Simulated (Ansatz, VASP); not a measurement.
**One calculation of LiF, two programs**

INCAR

```
PREC = Accurate
ENCUT = 520
EDIFF = 1E-7
ISMEAR = 0
SIGMA = 0.05
LREAL = False
LASPH = True
NELM = 100
ALGO = Normal
ISIF = 2
LWAVE = False
LCHARG = False
NBANDS = 18
```

The input KPOINTS:

```
Automatic mesh
0
Gamma
  9 9 6
```

POSCAR

```
LiF
1.0
    3.0544218325      0.0000000000      0.0000000000
   -1.5272109162      2.6452069008      0.0000000000
    0.0000000000      0.0000000000      5.1720524889
Li F
2 2
Direct
    0.3333333333      0.6666666667      0.3839784076
    0.6666666667      0.3333333333      0.8839784076
    0.3333333333      0.6666666667      0.9910195924
    0.6666666667      0.3333333333      0.4910195924
```

Input for Ansatz:

```yaml
crystal:
  lattice:
    - [3.0544218325, 0.0, 0.0]
    - [-1.5272109162, 2.6452069008, 0.0]
    - [0.0, 0.0, 5.1720524889]
  atoms:
    - { symbol: Li, position: [0.3333333333, 0.6666666667, 0.3839784076] }
    - { symbol: Li, position: [0.6666666667, 0.3333333333, 0.8839784076] }
    - { symbol: F, position: [0.3333333333, 0.6666666667, 0.9910195924] }
    - { symbol: F, position: [0.6666666667, 0.3333333333, 0.4910195924] }
basis:
  ecutwfc: 520.0
kpoints:
  mp_grid: { grid: [9, 9, 6] }
hamiltonian:
  xc: lda
scf:
  occupations: { method: gaussian, width: 0.05 }
output:
  forces: true
  stress: true
  eigenvalues: true
```

Alike in both runs: task single point; functional LDA; k mesh 9 × 9 × 6; occupations gaussian, width 0.05 eV; no spin polarisation.

|  | VASP | Ansatz |
| --- | --- | --- |
| version | VASP 6.6.1 | Ansatz 0.2.0 |
| potentials or method | VASP PAW LDA potentials, release 64 (Li_sv, F), cutoff 520 eV | scalar-relativistic, plane waves, PAW |
| valence electrons in the cell | 20 | 20 |

Ansatz gave:

```
gap on the k mesh at the Fermi level (eV) : 7.28
least direct gap on the mesh (eV)         : 7.28
rms of the force components (eV/Å)        : 0.100
```

**Question.** Which values does VASP return?

**Answer.** gap on the k mesh at the Fermi level (eV): 7.27; least direct gap on the mesh (eV): 7.27; rms of the force components (eV/Å): 0.103.

LDA's correlation is that of Perdew and Zunger in VASP and of Perdew and Wang (1992) in Ansatz. Atom by atom the forces differ by 0.003 eV/Å (rms over components).

Noted on VASP's run: the cutoff is short for stress, so the pressure is rough.
